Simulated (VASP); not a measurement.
A run of VASP 6.6.1 is set up as follows.

INCAR

```
SYSTEM = BN
  PREC = Accurate
  ENCUT = 520
  EDIFF = 1E-6
  ISMEAR = 0
  SIGMA = 0.05
  LREAL = .FALSE.
  LASPH = .TRUE.
  NELM = 100
  ALGO = Normal
  ISIF = 2
  LWAVE = .FALSE.
  LCHARG = .FALSE.
  GGA = PS
  NBANDS = 11
```

Contents of KPOINTS:

```
regular mesh
0
G
  12 12 12
  0 0 0
```

Contents of POSCAR:

```
BN
1.0
    0.0000000000      3.4953158300      2.1660912400
    1.2516321000      0.0000000000      2.1660912400
    1.2516321000      3.4953158300      0.0000000000
B N
1 1
Direct
    0.0412640299      0.0049993771      0.9385058445
    0.6666513400      0.6666513400      0.3333486600
```

Potentials or basis: VASP PAW PBE potentials, release 64 (B, N).

Launch:

```bash
$ cat potpaw_PBE.64/B/POTCAR potpaw_PBE.64/N/POTCAR > POTCAR
$ mpirun -np 1 vasp_std > vasp.out
```

Q: Estimate the pressure.

A: 6.1 GPa.

Q: Predict the largest force.

A: 5.550 eV/Å.

Q: Estimate the band gap on the k mesh.

A: 3.73 eV, indirect (least direct gap 4.42 eV).

Forces on the atoms (eV/Å):
```
B    3.909  0.810 -3.855
N   -3.909 -0.810  3.855
```

Caveat: the cell differs from its parent crystal (atom 1 (B) moved by (-0.100, +0.100) A along [1 1 0] and z); the PAW data sets were made with another functional, which shifts forces and pressure a little. A k mesh can miss the band edges.
